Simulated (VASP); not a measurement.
Input of a VASP 6.6.1 run:

Contents of POSCAR:

```
NaF
1.0
    2.1626439205      2.1626439205      0.0000000000
   -2.1626439205      2.1626439205      0.0000000000
    0.0000000000      2.1626439205      2.1626439205
Na F
1 1
Direct
    0.0000000000      0.0000000000      0.0000000000
    0.5000000000      0.5000000000      0.0000000000
```

File INCAR.step1:

```
SYSTEM = NaF
PREC     = Accurate       ! precision mode
ENCUT    = 520            ! plane-wave cutoff, eV
ISMEAR   = 0              ! smearing method
SIGMA    = 0.01           ! smearing width, eV
LREAL    = .False.        ! projectors in reciprocal space
LASPH    = .True.         ! aspherical terms in the spheres
NELM     = 100            ! most SCF steps
NBANDS   = 14             ! bands
GGA      = PE             ! functional
ALGO     = Normal         ! electronic algorithm
EDIFF    = 1E-4           ! SCF threshold, eV
LWAVE    = .True.         ! write WAVECAR
LCHARG   = .False.        ! write CHGCAR
```

INCAR.step2

```
SYSTEM = NaF
PREC     = Accurate       ! precision mode
ENCUT    = 520            ! plane-wave cutoff, eV
EDIFF    = 1E-6           ! SCF threshold, eV
ISMEAR   = 0              ! smearing method
SIGMA    = 0.01           ! smearing width, eV
LREAL    = .False.        ! projectors in reciprocal space
LASPH    = .True.         ! aspherical terms in the spheres
NELM     = 100            ! most SCF steps
ALGO     = Normal         ! electronic algorithm
ISIF     = 2              ! what is computed and relaxed
LWAVE    = .False.        ! write WAVECAR
LCHARG   = .False.        ! write CHGCAR
METAGGA  = R2SCAN         ! meta-GGA
LMIXTAU  = .True.       
NBANDS   = 14             ! bands
ISTART   = 1
```

KPOINTS

```
Automatic mesh
0
Gamma
  8 8 8
  0 0 0
```

Potentials or basis: VASP PAW PBE potentials, release 64 (Na_pv, F).

Command:

```bash
$ cat potpaw_PBE.64/Na_pv/POTCAR potpaw_PBE.64/F/POTCAR > POTCAR
$ cp INCAR.step1 INCAR
$ mpirun -np 1 vasp_std > vasp.out
$ cp INCAR.step2 INCAR
$ mpirun -np 1 vasp_std > vasp.out
```

Q: What does it give for the pressure?

A: 14.7 GPa.

Q: Estimate the band gap on the k mesh.

A: 8.51 eV, direct.

Caveat: the PAW data sets were made with another functional, which shifts forces and pressure a little. r2SCAN opens gaps a little over a GGA but as a rule still falls short of measured ones.
